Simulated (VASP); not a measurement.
The system is MoS.

```
Mo S
1.0
     3.74179    0.00000    0.00000
    -1.87089    3.24048    0.00000
     0.00000    0.00000    5.21063
Mo S
2 2
Direct
  0.00000 0.00000 0.00000
  0.00000 0.00000 0.50000
  0.33333 0.66667 0.25000
  0.66667 0.33333 0.75000
```

Base run:

| Property | Result |
| --- | --- |
| Program | VASP 6.6.1 |
| Functional | PBEsol |
| Potentials or basis | VASP PAW PBE potentials, release 64 (Mo_sv, S) |
| Cutoff | 520 eV |
| k mesh | 10 × 10 × 6 |
| Occupations | gaussian, width 0.05 eV |
| Spin | collinear spin |
| Starting moments | [0.05, 0.05, 0.0, 0.0] μB |

Its results: band gap on the k mesh zero (filled and empty bands overlap); pressure -6.2 GPa; net moment 0.00 μB per cell.

The run is repeated on the same cell with these changes: functional from PBEsol to LDA; potentials or basis from VASP PAW PBE potentials, release 64 (Mo_sv, S) to VASP PAW LDA potentials, release 64 (Mo_sv, S). What comes out?

Band gap on the k mesh zero (filled and empty bands overlap); pressure -9.2 GPa; net moment 0.00 μB per cell.

Caveats: the cell stands under tension; the PAW data sets were made with another functional, which shifts forces and pressure a little (at least some runs).
